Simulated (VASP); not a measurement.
# SnO2 in VASP: notebook, part 2 of 2

VASP 6.6.1.

### 4 Single point, r2SCAN (11.00 Å³/atom)

This run uses another cell than the first one, of 11.00 Å³/atom.

POSCAR

```
SnO2
1.0
   -3.1425321576      3.2400134046      3.2400134046
    3.1425321576     -3.2400134046      3.2400134046
    3.1425321576      3.2400134046     -3.2400134046
Sn O
4 8
Direct
    1.0000000000      0.2500000000      0.7500000000
    0.0000000000      0.7500000000      0.2500000000
    0.5000000000      0.5000000000      0.5000000000
    0.5000000000      0.0000000000      0.0000000000
    0.1950567725      0.1950567725      0.5000000000
    0.6950567725      0.7500000000      0.9450567725
    0.1950567725      0.6950567725      1.0000000000
    0.3049432275      0.7500000000      0.5549432275
    0.6950567725      0.2500000000      0.4450567725
    0.3049432275      0.2500000000      0.0549432275
    0.8049432275      0.3049432275      0.0000000000
    0.8049432275      0.8049432275      0.5000000000
```

INCAR.step1

```
PREC = Accurate
ENCUT = 520
ISMEAR = 0
SIGMA = 0.02
LREAL = False
LASPH = True
NELM = 80
NBANDS = 64
GGA = PE
ALGO = Normal
EDIFF = 1E-4
LWAVE = True
LCHARG = False
```

INCAR.step2

```
PREC = Accurate
ENCUT = 520
EDIFF = 1E-6
ISMEAR = 0
SIGMA = 0.02
LREAL = False
LASPH = True
NELM = 80
ALGO = Normal
ISIF = 2
LWAVE = False
LCHARG = False
METAGGA = R2SCAN
LMIXTAU = True
NBANDS = 64
ISTART = 1
```

KPOINTS

```
regular mesh
0
Gamma
  6 6 6
```

Potentials or basis: VASP PAW PBE potentials, release 64 (Sn_d, O).

The run is started by

```
> cat potpaw_PBE.64/Sn_d/POTCAR potpaw_PBE.64/O/POTCAR > POTCAR
> cp INCAR.step1 INCAR
> mpirun -np 1 vasp_std > vasp.out
> cp INCAR.step2 INCAR
> mpirun -np 1 vasp_std > vasp.out
```

OUTCAR:

```text
PREC = Accurate
   ENCUT = 520
   EDIFF = 1E-6
   ISMEAR = 0
   LREAL = False
   LASPH = True
   NELM = 80
   ISIF = 2
   METAGGA = R2SCAN
   ISTART = 1

 ion  position               nearest neighbor table
   1  0.000  0.250  0.750-   9 1.98  10 1.98   5 2.02   7 2.02  11 2.02  12 2.02   2 3.14   2 3.14
                             3 3.60   4 3.60   3 3.60   3 3.60   4 3.60   4 3.60   4 3.60   3 3.60
   2  0.000  0.750  0.250-   6 1.98   8 1.98   7 2.02   5 2.02  11 2.02  12 2.02   1 3.14   1 3.14
                             3 3.60   4 3.60   4 3.60   3 3.60   4 3.60   3 3.60   3 3.60   4 3.60
   3  0.500  0.500  0.500-   5 1.98  12 1.98   8 2.02   9 2.02  10 2.02   6 2.02   4 3.14   4 3.14
                             2 3.60   2 3.60   1 3.60   1 3.60   2 3.60   1 3.60   1 3.60   2 3.60
   4  0.500  0.000  0.000-   7 1.98  11 1.98   8 2.02   9 2.02  10 2.02   6 2.02   3 3.14   3 3.14
                             2 3.60   1 3.60   1 3.60   1 3.60   2 3.60   2 3.60   2 3.60   1 3.60
   5  0.195  0.195  0.500-   3 1.98   2 2.02   1 2.02
   6  0.695  0.750  0.945-   2 1.98   3 2.02   4 2.02
   7  0.195  0.695  0.000-   4 1.98   2 2.02   1 2.02
   8  0.305  0.750  0.555-   2 1.98   3 2.02   4 2.02
   9  0.695  0.250  0.445-   1 1.98   3 2.02   4 2.02
  10  0.305  0.250  0.055-   1 1.98   3 2.02   4 2.02
  11  0.805  0.305  0.000-   4 1.98   2 2.02   1 2.02
  12  0.805  0.805  0.500-   3 1.98   2 2.02   1 2.02

  LATTYP: Found a body centered tetragonal cell.
 ALAT       =     6.4800268092
 C/A-ratio  =     0.9699133198

  Lattice vectors:

 A1 = (  -3.1425321576,   3.2400134046,  -3.2400134046)
 A2 = (  -3.1425321576,  -3.2400134046,   3.2400134046)
 A3 = (   3.1425321576,   3.2400134046,   3.2400134046)

Analysis of symmetry for initial positions (statically):
=====================================================================
 Subroutine PRICEL returns following result:

  LATTYP: Found a simple tetragonal cell.
 ALAT       =     4.5820708991
 C/A-ratio  =     0.6858322856

  Lattice vectors:

 A1 = (   0.0000000000,  -3.2400134046,  -3.2400134046)
 A2 = (   0.0000000000,   3.2400134046,  -3.2400134046)
 A3 = (   3.1425321576,   0.0000000000,   0.0000000000)

   2 primitive cells build up your supercell.

 Routine SETGRP: Setting up the symmetry group for a
 body centered tetragonal supercell.

 Subroutine GETGRP returns: Found 16 space group operations
 (whereof  4 operations were pure point group operations)
 out of a pool of 16 trial point group operations.

The static configuration has the point symmetry C_2h.
 The point group associated with its full space group is D_4h.

Analysis of symmetry for dynamics (positions and initial velocities):
=====================================================================
 Subroutine PRICEL returns following result:

  LATTYP: Found a simple tetragonal cell.
 ALAT       =     4.5820708991
 C/A-ratio  =     0.6858322856

  Lattice vectors:

 A1 = (   0.0000000000,  -3.2400134046,  -3.2400134046)
 A2 = (   0.0000000000,   3.2400134046,  -3.2400134046)
 A3 = (   3.1425321576,   0.0000000000,   0.0000000000)
[... 99 lines left out ...]
  0.333333 -0.166667  0.166667      8.000000
 [... further k-points ...]
   k-points           NKPTS =     30   k-points in BZ     NKDIM =     30   number of bands    NBANDS=     64
   number of dos      NEDOS =    301   number of ions     NIONS =     12
   total plane-waves  NPLWV =  74088
   dimension x,y,z NGX =    42 NGY =   42 NGZ =   42
   dimension x,y,z NGXF=    84 NGYF=   84 NGZF=   84
   ions per type =               4   8
   NGX,Y,Z   is equivalent  to a cutoff of  12.57, 12.57, 12.57 a.u.
   NGXF,Y,Z  is equivalent  to a cutoff of  25.13, 25.13, 25.13 a.u.
 SYSTEM =  unknown system
   PREC   = accura    normal or accurate (medium, high low for compatibility)
   ISTART =      1    job   : 0-new  1-cont  2-samecut
   ICHARG =      0    charge: 1-file 2-atom 10-const
   ISPIN  =      1    spin polarized calculation?
   LNONCOLLINEAR =      F non collinear calculations
   LSORBIT =      F    spin-orbit coupling
   LASPH  =      T    aspherical Exc in radial PAW
   ENCUT  =  520.0 eV  38.22 Ry    6.18 a.u.  10.33 10.33 10.33*2*pi/ulx,y,z
   NELM   =     80;   NELMIN=  2; NELMDL=  0     # of ELM steps
   EDIFF  = 0.1E-05   stopping-criterion for ELM
   LREAL  =      F    real-space projection
   EDIFFG = 0.1E-04   stopping-criterion for IOM
   NSW    =      0    number of steps for IOM
   IBRION =     -1    ionic relax: 0-MD 1-quasi-New 2-CG
   NFREE  =      0    steps in history (QN), initial steepest desc. (CG)
   ISIF   =      2    stress and relaxation
   ISYM   =      2    0-nonsym 1-usesym 2-fastsym
   POTIM  = 0.5000    time-step for ionic-motion
   TEBEG  =    0.0;   TEEND  =   0.0 temperature during run
   PSTRESS=    0.0 pullay stress
   NELECT =     104.0000    total number of electrons
   NUPDOWN=      -1.0000    fix difference up-down
   EMIN   =  10.00;   EMAX   =-10.00  energy-range for DOS
   EFERMI =   0.00;   METHOD = LEGACY
   ISMEAR =     0;   SIGMA  =   0.02  broadening in eV -4-tet -1-fermi 0-gaus
   EFERMI_NEDOS =   21; number of points for ismear=-14 and -15
   IALGO  =     38    algorithm
   IMIX   =      4    mixing-type and parameters
     AMIX     =   0.40;   BMIX     =  1.00
     AMIX_MAG =   1.60;   BMIX_MAG =  1.00
  volume/ion in A,a.u.               =      11.00        74.21
  Fermi-wavevector in a.u.,A,eV,Ry     =   1.512196  2.857637 31.112954  2.286738
  Thomas-Fermi vector in A             =   2.622153
   LORBIT       =      0    0 simple, 1 ext, 2 COOP (PROOUT), +10 PAW based schemes
   METAGGA = R2SCAN    functional components
   LHFCALC =     F    Hartree Fock is set to
   AEXX    =    0.0000 exact exchange contribution
   IVDW    =     0    specifies the selected vdW correction
   LEPSILON=     F    determine dielectric tensor
   LRPA    =     F    only Hartree local field effects (RPA)
 non-spin polarized calculation
 Gauss-broadening in eV      SIGMA  =   0.02
  energy-cutoff  :      520.00
  volume of cell :      131.96
 maximum number of plane-waves:      3575
 NGX is ok and might be reduce to    42
   NGX = 21   NGY = 21   NGZ = 21

 number of electron     104.0000011 magnetization

 Free energy of the ion-electron system (eV)
  ---------------------------------------------------
  ext. energy  EPLUGINS =         0.00000000
  ---------------------------------------------------
  free energy    TOTEN  =      -168.22462122 eV

  energy without entropy =     -168.22462122  energy(sigma->0) =     -168.22462122

 E-fermi :   6.7933     XC(G=0): -12.5291

 val. band max:        6.6994995013   @ k =   0.0000   0.0000   0.0000
 cond. band min:       9.6305302038   @ k =   0.0000   0.0000   0.0000
 fundamental gap:      2.9310307025
 Fermi energy:         6.7932527838

 k-point     1 :       0.0000    0.0000    0.0000
  band No.  band energies     occupation
      1     -15.2525      2.00000
      2     -14.8284      2.00000
      3     -14.8284      2.00000
      4     -14.3297      2.00000
      5     -14.3297      2.00000
      6     -14.2220      2.00000
[... 1597 lines left out ...]
     63      19.2852      0.00000
     64      19.8312      0.00000

 [... further k-points ...]

------------------------ aborting loop because EDIFF is reached ----------------------------------------

  FORCE on cell =-STRESS in cart. coord.  units (eV):
  Direction    XX          YY          ZZ          XY          YZ          ZX
  --------------------------------------------------------------------------------------
  -------------------------------------------------------------------------------------
  Total       21.6692983     21.2761145     21.2761145      0.0000000      0.0000000      0.0000000
  in kB      263.1007554    258.3268597    258.3268597      0.0000000      0.0000000      0.0000000
  external PRESSURE =     259.9181582 kB  Pullay stress =       0.0000000 kB

 VOLUME and BASIS-vectors are now :
 -----------------------------------------------------------------------------
  energy-cutoff  :      520.00
  volume of cell :      131.96
      direct lattice vectors                 reciprocal lattice vectors
    -3.142532158  3.240013405  3.240013405     0.000000000  0.154320349  0.154320349
     3.142532158 -3.240013405  3.240013405     0.159107361  0.000000000  0.154320349
     3.142532158  3.240013405 -3.240013405     0.159107361  0.154320349  0.000000000

 POSITION                                       TOTAL-FORCE (eV/Angst)
 -----------------------------------------------------------------------------------
      3.14253      1.62001     -1.62001        -0.000000      0.000000     -0.000000
      3.14253     -1.62001      1.62001        -0.000000      0.000000     -0.000000
      1.57127      1.62001      1.62001        -0.000000      0.000000     -0.000000
     -1.57127      1.62001      1.62001        -0.000000      0.000000     -0.000000
      1.57127      1.62001     -0.35603         0.000000      0.000000      0.015603
      3.14253      2.88398      1.62001         0.000000      0.015603     -0.000000
      1.57127     -1.62001      2.88398         0.000000      0.000000      0.015603
      3.14253      0.35603      1.62001        -0.000000     -0.015603     -0.000000
     -0.00000      2.88398      1.62001         0.000000      0.015603     -0.000000
      0.00000      0.35603      1.62001        -0.000000     -0.015603     -0.000000
     -1.57127      1.62001      3.59605        -0.000000      0.000000     -0.015603
      1.57127      1.62001      3.59605        -0.000000      0.000000     -0.015603
 -----------------------------------------------------------------------------------
    total drift:                               -0.000000     -0.000000      0.000000

  FREE ENERGIE OF THE ION-ELECTRON SYSTEM (eV)
  ---------------------------------------------------
  free  energy   TOTEN  =      -168.2246212239 eV

  energy  without entropy=     -168.2246212239  energy(sigma->0) =     -168.22462122
```

Run time: 22 min. Hardware: 1 thread of Oxide Virtual Turin-like, shared host; peak memory 0.36 GiB.

What came out:

| Item | Value |
| --- | --- |
| Free energy | -168.2246 eV |
| Pressure | 26.0 GPa |
| Largest force | 0.016 eV/Å |
| Band gap on the k mesh | 2.93 eV |

Forces in eV/Å, atoms in the order of the input:
```
Sn   0.000  0.000  0.000
Sn   0.000  0.000  0.000
Sn   0.000  0.000  0.000
Sn   0.000  0.000  0.000
O    0.000  0.000  0.016
O    0.000  0.016  0.000
O    0.000  0.000  0.016
O    0.000 -0.016  0.000
O    0.000  0.016  0.000
O    0.000 -0.016  0.000
O    0.000  0.000 -0.016
O    0.000  0.000 -0.016
```

Levels at points of the mesh, in eV from the valence-band top:
```csv
k point,band 48,band 49,band 50,band 51,band 52,band 53,band 54,band 55,band 56,band 57
"(0.00, 0.00, 0.00)",-0.93,-0.93,-0.84,-0.84,0.00,2.93,6.59,6.59,7.46,7.46
"(0.50, 0.00, 0.00)",-1.17,-0.65,-0.65,-0.53,-0.53,6.11,6.11,8.28,8.28,8.42
"(0.00, 0.50, 0.00)",-0.93,-0.90,-0.90,-0.55,-0.55,6.31,6.31,8.04,8.04,10.03
"(0.50, 0.50, 0.50)",-1.39,-1.30,-1.30,-0.97,-0.97,6.57,6.57,8.08,8.08,8.90
```

Caveat: the cell stands under pressure; the PAW data sets were made with another functional, which shifts forces and pressure a little; spin-orbit coupling is left out, which moves the levels of the heavy elements.

### 5 Summary

```csv
cell,gap on the mesh (eV),pressure (GPa),largest force (eV/Å)
"a = 5.736 Å, angles 112.2, 108.1, 108.1°, 12 atoms, atomic positions A",1.80,1.1,0.03
"a = 5.494 Å, angles 110.8, 108.8, 108.8°, 12 atoms, atomic positions B",3.37,37.6,0.01
"a = 5.556 Å, angles 111.1, 108.7, 108.7°, 12 atoms, atomic positions B",2.93,26.0,0.02
```

Alike in all rows: task single point; level r2SCAN; potentials or basis VASP PAW PBE potentials, release 64 (Sn_d, O); no spin polarisation; k mesh 6 × 6 × 6; cutoff (eV) 520; smearing gaussian 0.02 eV.

Caveats: the PAW data sets were made with another functional, which shifts forces and pressure a little; spin-orbit coupling is left out, which moves the levels of the heavy elements; the cell stands under pressure (at least some runs).

Total energies depend on the potentials used, so only differences within one code and one set of settings carry meaning.
